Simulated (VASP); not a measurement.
Here is a VASP 6.6.1 calculation.

The input INCAR:

```
SYSTEM = HfSi
ALGO = Normal
EDIFF = 1E-6
ENCUT = 520
ISIF = 2
ISMEAR = -1
LASPH = .True.
LCHARG = .False.
LREAL = .False.
LWAVE = .False.
NBANDS = 14
NELM = 60
PREC = Accurate
SIGMA = 0.08
```

Contents of KPOINTS:

```
k-points
0
Gamma
  12 12 12
  0 0 0
```

The input POSCAR:

```
HfSi
1.0
    0.0000000000      2.8077130658      2.8077130658
    2.8077130658      0.0000000000      2.8077130658
    2.8077130658      2.8077130658      0.0000000000
Hf Si
1 1
Direct
    0.0000000000      0.0000000000      0.0000000000
    0.2500000000      0.2500000000      0.2500000000
```

Potentials or basis: VASP PAW LDA potentials, release 64 (Hf_pv, Si).

Launch:

```console
$ cat potpaw_LDA.64/Hf_pv/POTCAR potpaw_LDA.64/Si/POTCAR > POTCAR
$ mpirun -np 1 vasp_std > vasp.out
```

Estimate the band gap on the k mesh.

zero (band 7 reaches 4.32 eV, above the bottom of band 8 at 3.95 eV).

Estimate the pressure.

15.3 GPa.

Caveat: spin-orbit coupling is left out, which moves the levels of the heavy elements.
